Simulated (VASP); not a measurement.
# Cd2SO (P6_3/mmc) in VASP: single point with PBE

Aim: the single point of Cd2SO with PBE.

Program: VASP 6.6.1. These are calculated values, not measurements. Logs are shortened: lines on timing, memory, paths and dates and some standing lists are left out, and cuts for length are marked.

## (1) The cell of the first run

The structure is hexagonal, space group P6_3/mmc (No. 194). Conventional cell: a = 3.600 Å, b = 3.600 Å, c = 12.301 Å, α = 90.00°, β = 90.00°, γ = 120.00°. Within 3.3 Å of Cd (site symmetry 3m) lie 3 O at 2.51 Å and 3 S at 2.67 Å and 1 Cd at 2.81 Å. Within 3.5 Å of S (site symmetry -3m) lie 6 Cd at 2.67 Å. Within 3.3 Å of O (site symmetry -6m2) lie 6 Cd at 2.51 Å.

## (2) Single point, PBE

INCAR

```
SYSTEM = Cd2SO
ALGO = Normal ; EDIFF = 1E-7
ENCUT = 520 ; GGA = PE
ISIF = 2 ; ISMEAR = 0
LASPH = .True. ; LCHARG = .False.
LREAL = .False. ; LWAVE = .False.
NBANDS = 46 ; NELM = 60
PREC = Accurate ; SIGMA = 0.1
```

KPOINTS

```
k-points
0
Gamma
  6 6 2
  0 0 0
```

POSCAR

```
Cd2SO
1.0
    3.5999060141      0.0000000000      0.0000000000
   -1.7999530071      3.1176100595      0.0000000000
    0.0000000000      0.0000000000     12.3007997895
Cd S O
4 2 2
Direct
    0.6666666667      0.3333333333      0.3643732486
    0.3333333333      0.6666666667      0.6356267514
    0.3333333333      0.6666666667      0.8643732486
    0.6666666667      0.3333333333      0.1356267514
    0.0000000000      0.0000000000      0.0000000000
    0.0000000000      0.0000000000      0.5000000000
    0.6666666667      0.3333333333      0.7500000000
    0.3333333333      0.6666666667      0.2500000000
```

Potentials or basis: VASP PAW PBE potentials, release 64 (Cd, S, O).

Command:

```sh
$ cat potpaw_PBE.64/Cd/POTCAR potpaw_PBE.64/S/POTCAR potpaw_PBE.64/O/POTCAR > POTCAR
$ mpirun -np 1 vasp_std > vasp.out
```

OUTCAR:

```text
SYSTEM = Cd2SO
   EDIFF = 1E-7
   ENCUT = 520
   GGA = PE
   ISIF = 2
   ISMEAR = 0
   LASPH = .True.
   LREAL = .False.
   NELM = 60
   PREC = Accurate

 ion  position               nearest neighbor table
   1  0.667  0.333  0.364-   8 2.51   8 2.51   8 2.51   6 2.67   6 2.67   6 2.67   4 2.81
   2  0.333  0.667  0.636-   7 2.51   7 2.51   7 2.51   6 2.67   6 2.67   6 2.67   3 2.81
   3  0.333  0.667  0.864-   7 2.51   7 2.51   7 2.51   5 2.67   5 2.67   5 2.67   2 2.81
   4  0.667  0.333  0.136-   8 2.51   8 2.51   8 2.51   5 2.67   5 2.67   5 2.67   1 2.81
   5  0.000  0.000  0.000-   3 2.67   4 2.67   4 2.67   3 2.67   4 2.67   3 2.67
   6  0.000  0.000  0.500-   1 2.67   2 2.67   1 2.67   2 2.67   1 2.67   2 2.67
   7  0.667  0.333  0.750-   2 2.51   3 2.51   2 2.51   3 2.51   2 2.51   3 2.51
   8  0.333  0.667  0.250-   1 2.51   4 2.51   1 2.51   4 2.51   1 2.51   4 2.51

  LATTYP: Found a hexagonal cell.
 ALAT       =     3.5999060141
 C/A-ratio  =     3.4169780381

  Lattice vectors:

 A1 = (   3.5999060141,   0.0000000000,   0.0000000000)
 A2 = (  -1.7999530071,   3.1176100595,   0.0000000000)
 A3 = (   0.0000000000,   0.0000000000,  12.3007997895)

Analysis of symmetry for initial positions (statically):
=====================================================================
 Subroutine PRICEL returns:
 Original cell was already a primitive cell.

 Routine SETGRP: Setting up the symmetry group for a
 hexagonal supercell.

 Subroutine GETGRP returns: Found 24 space group operations
 (whereof 12 operations were pure point group operations)
 out of a pool of 24 trial point group operations.

The static configuration has the point symmetry D_3d.
 The point group associated with its full space group is D_6h.

Analysis of symmetry for dynamics (positions and initial velocities):
=====================================================================
 Subroutine PRICEL returns:
 Original cell was already a primitive cell.

 Routine SETGRP: Setting up the symmetry group for a
 hexagonal supercell.

 Subroutine GETGRP returns: Found 24 space group operations
 (whereof 12 operations were pure point group operations)
 out of a pool of 24 trial point group operations.

The dynamic configuration has the point symmetry D_3d.
 The point group associated with its full space group is D_6h.

 Subroutine INISYM returns: Found 24 space group operations
 (whereof 12 operations are pure point group operations),
 and found     1 'primitive' translations

----------------------------------------------------------------------------------------

                                     Primitive cell

  volume of cell :     138.0531

  direct lattice vectors                    reciprocal lattice vectors
     3.599906014  0.000000000  0.000000000     0.277785030  0.160379262  0.000000000
    -1.799953007  3.117610060  0.000000000     0.000000000  0.320758524  0.000000000
     0.000000000  0.000000000 12.300799789     0.000000000  0.000000000  0.081295527

  length of vectors
     3.599906014  3.599906014 12.300799789     0.320758524  0.320758524  0.081295527

  position of ions in fractional coordinates (direct lattice)
     0.666666667  0.333333333  0.364373249
     0.333333333  0.666666667  0.635626751
     0.333333333  0.666666667  0.864373249
     0.666666667  0.333333333  0.135626751
     0.000000000  0.000000000  0.000000000
     0.000000000  0.000000000  0.500000000
     0.666666667  0.333333333  0.750000000
     0.333333333  0.666666667  0.250000000

  ion indices of the primitive-cell ions
   primitive index   ion index
                 1           1
                 2           2
                 3           3
                 4           4
                 5           5
                 6           6
                 7           7
                 8           8

----------------------------------------------------------------------------------------

 KPOINTS: k-points

Automatic generation of k-mesh.
 Grid dimensions read from file:
 generate k-points for:    6    6    2

 Generating k-lattice:

  Cartesian coordinates                     Fractional coordinates (reciprocal lattice)
     0.046297505  0.026729877  0.000000000     0.166666667  0.000000000  0.000000000
     0.000000000  0.053459754  0.000000000     0.000000000  0.166666667  0.000000000
     0.000000000  0.000000000  0.040647763     0.000000000  0.000000000  0.500000000

  Length of vectors
     0.053459754  0.053459754  0.040647763

  Shift w.r.t. Gamma in fractional coordinates (k-lattice)
     0.000000000  0.000000000  0.000000000

 Subroutine IBZKPT returns following result:
 ===========================================

 Found     14 irreducible k-points:

 Following reciprocal coordinates:
            Coordinates               Weight
  0.000000  0.000000  0.000000      1.000000
  0.166667  0.000000  0.000000      6.000000
  0.333333  0.000000  0.000000      6.000000
  0.500000  0.000000  0.000000      3.000000
  0.166667  0.166667  0.000000      6.000000
  0.333333  0.166667  0.000000     12.000000
  0.333333  0.333333  0.000000      2.000000
  0.000000  0.000000  0.500000      1.000000
  0.166667  0.000000  0.500000      6.000000
  0.333333  0.000000  0.500000      6.000000
  0.500000  0.000000  0.500000      3.000000
  0.166667  0.166667  0.500000      6.000000
  0.333333  0.166667  0.500000     12.000000
  0.333333  0.333333  0.500000      2.000000
   k-points           NKPTS =     14   k-points in BZ     NKDIM =     14   number of bands    NBANDS=     46
   number of dos      NEDOS =    301   number of ions     NIONS =      8
   total plane-waves  NPLWV =  75264
   dimension x,y,z NGX =    28 NGY =   28 NGZ =   96
   dimension x,y,z NGXF=    56 NGYF=   56 NGZF=  192
   ions per type =               4   2   2
   NGX,Y,Z   is equivalent  to a cutoff of  12.93, 12.93, 12.97 a.u.
   NGXF,Y,Z  is equivalent  to a cutoff of  25.86, 25.86, 25.95 a.u.
 SYSTEM =  Cd2SO
   PREC   = accura    normal or accurate (medium, high low for compatibility)
   ISTART =      0    job   : 0-new  1-cont  2-samecut
   ICHARG =      2    charge: 1-file 2-atom 10-const
   ISPIN  =      1    spin polarized calculation?
   LNONCOLLINEAR =      F non collinear calculations
   LSORBIT =      F    spin-orbit coupling
   LASPH  =      T    aspherical Exc in radial PAW
   ENCUT  =  520.0 eV  38.22 Ry    6.18 a.u.   6.69  6.69 22.87*2*pi/ulx,y,z
   NELM   =     60;   NELMIN=  2; NELMDL= -5     # of ELM steps
   EDIFF  = 0.1E-06   stopping-criterion for ELM
   LREAL  =      F    real-space projection
   EDIFFG = 0.1E-05   stopping-criterion for IOM
   NSW    =      0    number of steps for IOM
   IBRION =     -1    ionic relax: 0-MD 1-quasi-New 2-CG
   NFREE  =      0    steps in history (QN), initial steepest desc. (CG)
   ISIF   =      2    stress and relaxation
   ISYM   =      2    0-nonsym 1-usesym 2-fastsym
   POTIM  = 0.5000    time-step for ionic-motion
   TEBEG  =    0.0;   TEEND  =   0.0 temperature during run
   PSTRESS=    0.0 pullay stress
   NELECT =      72.0000    total number of electrons
   NUPDOWN=      -1.0000    fix difference up-down
   EMIN   =  10.00;   EMAX   =-10.00  energy-range for DOS
   EFERMI =   0.00;   METHOD = LEGACY
   ISMEAR =     0;   SIGMA  =   0.10  broadening in eV -4-tet -1-fermi 0-gaus
   EFERMI_NEDOS =   21; number of points for ismear=-14 and -15
   IALGO  =     38    algorithm
   IMIX   =      4    mixing-type and parameters
     AMIX     =   0.40;   BMIX     =  1.00
     AMIX_MAG =   1.60;   BMIX_MAG =  1.00
  volume/ion in A,a.u.               =      17.26       116.45
  Fermi-wavevector in a.u.,A,eV,Ry     =   1.317762  2.490209 23.626462  1.736496
  Thomas-Fermi vector in A             =   2.447780
   LORBIT       =      0    0 simple, 1 ext, 2 COOP (PROOUT), +10 PAW based schemes
   GGA     = PE    functional components
   LHFCALC =     F    Hartree Fock is set to
   AEXX    =    0.0000 exact exchange contribution
   IVDW    =     0    specifies the selected vdW correction
   LEPSILON=     F    determine dielectric tensor
   LRPA    =     F    only Hartree local field effects (RPA)
 non-spin polarized calculation
 Gauss-broadening in eV      SIGMA  =   0.10
  energy-cutoff  :      520.00
  volume of cell :      138.05
 maximum number of plane-waves:      3765
 NGX is ok and might be reduce to    28
   NGX = 13   NGY = 13   NGZ = 45

 number of electron      71.9999983 magnetization

 Free energy of the ion-electron system (eV)
  ---------------------------------------------------
  ext. energy  EPLUGINS =         0.00000000
  ---------------------------------------------------
  free energy    TOTEN  =       -26.00155992 eV

  energy without entropy =      -25.99850859  energy(sigma->0) =      -26.00003425

 E-fermi :   2.7350     XC(G=0): -10.7295

 val. band max:        2.6851471494   @ k =   0.0000   0.0000   0.0000
 cond. band min:       3.1000616265   @ k =   0.0000   0.0000   0.5000
 fundamental gap:      0.4149144771
 Fermi energy:         2.7349722598

 k-point     1 :       0.0000    0.0000    0.0000
  band No.  band energies     occupation
      1     -14.1282      2.00000
      2     -14.1129      2.00000
      3     -10.2832      2.00000
      4     -10.2215      2.00000
      5      -5.5758      2.00000
      6      -5.5542      2.00000
[... 38 lines left out ...]
     45      11.0463      0.00000
     46      11.0463      0.00000

 k-point     2 :       0.1667    0.0000    0.0000
  band No.  band energies     occupation
      1     -14.0732      2.00000
      2     -14.0634      2.00000
      3     -10.1041      2.00000
      4     -10.0761      2.00000
      5      -5.5493      2.00000
      6      -5.5346      2.00000
[... 38 lines left out ...]
     45      10.6525      0.00000
     46      11.1003      0.00000

 k-point     3 :       0.3333    0.0000    0.0000
  band No.  band energies     occupation
      1     -13.9666      2.00000
      2     -13.9643      2.00000
      3      -9.7230      2.00000
      4      -9.7129      2.00000
      5      -5.5854      2.00000
      6      -5.4925      2.00000
[... 38 lines left out ...]
     45      10.2492      0.00000
     46      10.7607      0.00000

 k-point     4 :       0.5000    0.0000    0.0000
  band No.  band energies     occupation
      1     -13.9152      2.00000
      2     -13.9149      2.00000
      3      -9.5018      2.00000
      4      -9.4977      2.00000
      5      -5.6764      2.00000
      6      -5.4824      2.00000
[... 430 lines left out ...]
     45      10.0219      0.00000
     46      10.0219      0.00000

 k-point    13 :       0.3333    0.1667    0.5000
  band No.  band energies     occupation
      1     -13.9155      2.00000
      2     -13.9155      2.00000
      3      -9.5078      2.00000
      4      -9.5078      2.00000
      5      -5.5503      2.00000
      6      -5.5503      2.00000
[... 38 lines left out ...]
     45      10.0492      0.00000
     46      10.0492      0.00000

 k-point    14 :       0.3333    0.3333    0.5000
  band No.  band energies     occupation
      1     -13.8909      2.00000
      2     -13.8909      2.00000
      3      -9.4001      2.00000
      4      -9.4001      2.00000
      5      -5.5302      2.00000
      6      -5.5302      2.00000
[... 38 lines left out ...]
     45       9.3653      0.00000
     46       9.3653      0.00000

------------------------ aborting loop because EDIFF is reached ----------------------------------------

  FORCE on cell =-STRESS in cart. coord.  units (eV):
  Direction    XX          YY          ZZ          XY          YZ          ZX
  --------------------------------------------------------------------------------------
  -------------------------------------------------------------------------------------
  Total        0.4834272      0.4834272      0.6732946     -0.0000000      0.0000000      0.0000000
  in kB        5.6104194      5.6104194      7.8139275     -0.0000000      0.0000000      0.0000000
  external PRESSURE =       6.3449221 kB  Pullay stress =       0.0000000 kB

 VOLUME and BASIS-vectors are now :
 -----------------------------------------------------------------------------
  energy-cutoff  :      520.00
  volume of cell :      138.05
      direct lattice vectors                 reciprocal lattice vectors
     3.599906014  0.000000000  0.000000000     0.277785030  0.160379262  0.000000000
    -1.799953007  3.117610060  0.000000000     0.000000000  0.320758524  0.000000000
     0.000000000  0.000000000 12.300799789     0.000000000  0.000000000  0.081295527

 POSITION                                       TOTAL-FORCE (eV/Angst)
 -----------------------------------------------------------------------------------
      1.79995      1.03920      4.48208         0.000000     -0.000000      0.013829
     -0.00000      2.07841      7.81872         0.000000     -0.000000     -0.013829
     -0.00000      2.07841     10.63248         0.000000     -0.000000      0.013829
      1.79995      1.03920      1.66832         0.000000     -0.000000     -0.013829
      0.00000      0.00000      0.00000         0.000000     -0.000000      0.000000
      0.00000      0.00000      6.15040         0.000000     -0.000000      0.000000
      1.79995      1.03920      9.22560        -0.000000      0.000000      0.000000
     -0.00000      2.07841      3.07520         0.000000     -0.000000      0.000000
 -----------------------------------------------------------------------------------
    total drift:                                0.000000     -0.000000      0.000000

  FREE ENERGIE OF THE ION-ELECTRON SYSTEM (eV)
  ---------------------------------------------------
  free  energy   TOTEN  =       -26.0015599193 eV

  energy  without entropy=      -25.9985085860  energy(sigma->0) =      -26.00003425
```

It took 44 s on 1 thread of Intel Xeon 6975P-C (Granite Rapids), shared host; peak memory 0.28 GiB.

Results:

- Free energy: -26.0016 eV
- Pressure: 0.6 GPa
- Largest force: 0.014 eV/Å
- Band gap on the k mesh: zero (filled and empty bands touch)

Forces on the atoms (eV/Å):
```
Cd   0.000  0.000  0.014
Cd   0.000  0.000 -0.014
Cd   0.000  0.000  0.014
Cd   0.000  0.000 -0.014
S    0.000  0.000  0.000
S    0.000  0.000  0.000
O    0.000  0.000  0.000
O    0.000  0.000  0.000
```
